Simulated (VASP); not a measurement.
## SiO2 (Stishovite): single point with PBE+D3(BJ)

SiO2 (Stishovite):

```
Si O
1.0
     4.17730    0.00000    0.00000
     0.00000    4.17730    0.00000
     0.00000    0.00000    2.66520
Si O
2 4
Direct
  0.00000 0.00000 0.00000
  0.50000 0.50000 0.50000
  0.30590 0.30590 0.00000
  0.19410 0.80590 0.50000
  0.69410 0.69410 0.00000
  0.80590 0.19410 0.50000
```

```
Program             : VASP 6.6.1
Task                : single point
Functional          : PBE
Dispersion          : D3(BJ)
Potentials or basis : VASP PAW PBE potentials, release 64 (Si, O)
Cutoff              : 600 eV
k mesh              : 5 × 5 × 7
Occupations         : gaussian, width 0.01 eV
Spin                : no spin polarisation
```

The pressure is 5.9 GPa. The largest force is 0.100 eV/Å. The band gap on the k mesh is 5.63 eV, direct and the dispersion energy per atom is -0.241 eV.

Forces on the atoms (eV/Å):
```
Si   0.000  0.000  0.000
Si   0.000  0.000  0.000
O   -0.071 -0.071  0.000
O    0.071 -0.071  0.000
O    0.071  0.071  0.000
O   -0.071  0.071  0.000
```

Stress tensor (GPa, compression positive):
```
5.17 0.00 0.00
0.00 5.17 0.00
0.00 0.00 7.30
```

Levels at points of the mesh, in eV from the valence-band top:
| k point | band 13 | band 14 | band 15 | band 16 | band 17 | band 18 | band 19 | band 20 |
| --- | --- | --- | --- | --- | --- | --- | --- | --- |
| (0.00, 0.00, 0.00) | -2.51 | -0.88 | -0.88 | 0.00 | 5.63 | 6.72 | 8.52 | 8.52 |

Run time: 31 s on 1 thread of Intel(R) Xeon(R) Platinum 8259CL CPU @ 2.50GHz (Skylake/Cascade Lake), on a shared host, peak memory 0.2 GiB.

Caveat: three body term missing.
